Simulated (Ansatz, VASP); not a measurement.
In in VASP and in Ansatz

```xyz
4
Lattice="3.4424 0.0000 0.0000 -1.7212 2.9812 0.0000 0.0000 0.0000 11.1749" Properties=species:S:1:pos:R:3 pbc="T T T"
In    0.0000    0.0000   11.1749
In   -1.7212    2.9812    5.5874
In    0.0000    1.9875    2.7937
In    1.7212    0.9937    8.3812
```

Alike in both runs: task single point; functional BLYP; k mesh 12 × 12 × 3; occupations fermi-dirac, width 0.1 eV; no spin polarisation.

|  | VASP | Ansatz |
| --- | --- | --- |
| version | VASP 6.6.1 | Ansatz 0.2.0 |
| potentials or method | VASP PAW PBE potentials, release 64 (In_d), cutoff 520 eV | plane waves (420 eV) with PAW, scalar-relativistic |
| valence electrons in the cell | 52 | 52 |

```tsv
	VASP	Ansatz	Ansatz less VASP
pressure (GPa)	2.3	2.3	+0.03
traceless stress, the component that is largest in VASP (GPa)	0.12	0.12	-0.002
```

VASP's potentials were made for PBE, not for BLYP.
